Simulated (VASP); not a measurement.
Here is a VASP 6.6.1 calculation.

File INCAR:

```
SYSTEM = InCo2
PREC = Accurate ; ENCUT = 520
EDIFF = 1E-6 ; ISMEAR = 0
SIGMA = 0.1 ; LREAL = .FALSE.
LASPH = .TRUE. ; NELM = 150
ALGO = Normal ; ISIF = 2
LWAVE = .FALSE. ; LCHARG = .FALSE.
ISPIN = 2 ; MAGMOM = 0 1.77 1.77
LORBIT = 11 ; LMAXMIX = 4
GGA = PE ; NBANDS = 26
```

Contents of KPOINTS:

```
regular mesh
0
G
  14 14 14
  0 0 0
```

The input POSCAR:

```
InCo2
1.0
   -2.3443416303      2.3443416303      2.3709788353
    2.3443416303     -2.3443416303      2.3709788353
    2.3443416303      2.3443416303     -2.3709788353
In Co
1 2
Direct
    0.0000000000      0.0000000000      0.0000000000
    0.7500000000      0.2500000000      0.5000000000
    0.2500000000      0.7500000000      0.5000000000
```

Potentials or basis: VASP PAW PBE potentials, release 64 (In_d, Co).

Run with:

```sh
$ cat potpaw_PBE.64/In_d/POTCAR potpaw_PBE.64/Co/POTCAR > POTCAR
$ mpirun -np 1 vasp_std > vasp.out
```

(1) What does it give for the band gap on the k mesh?

(2) Estimate the pressure.

(3) Estimate the site moments.

## Answers

(1) zero (filled and empty bands overlap).

(2) -0.1 GPa.

(3) In -0.07; Co +1.55 μB.

Caveat: spin-orbit coupling is left out, which moves the levels of the heavy elements.
